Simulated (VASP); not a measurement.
BaF2 (Frankdicksonite):

```
Ba F
1.0
     0.00000    3.09716    3.09716
     3.09716    0.00000    3.09716
     3.09716    3.09716    0.00000
Ba F
1 2
Direct
  0.00000 0.00000 0.00000
  0.25000 0.25000 0.25000
  0.75000 0.75000 0.75000
```

Base run:

* Program: VASP 6.6.1
* Functional: r2SCAN
* Potentials or basis: VASP PAW PBE potentials, release 64 (Ba_sv, F)
* Cutoff: 660 eV
* k mesh: 6 × 6 × 6
* Occupations: gaussian, width 0.01 eV
* Spin: no spin polarisation

Its results: band gap on the k mesh 7.36 eV, indirect (least direct gap 7.43 eV); pressure 0.9 GPa.

The run is repeated on the same cell with these changes: functional from r2SCAN to PBE; cutoff from 660 eV to 600 eV. What comes out?

Band gap on the k mesh 6.79 eV, indirect (least direct gap 6.86 eV); pressure 2.5 GPa.

r2SCAN gives the wider gap, since meta-GGAs in the generalised Kohn-Sham scheme recover part of the derivative discontinuity.

Caveats: spin-orbit coupling is left out, which moves the levels of the heavy elements; the PAW data sets were made with another functional, which shifts forces and pressure a little (some runs).

A k mesh can miss the band edges.
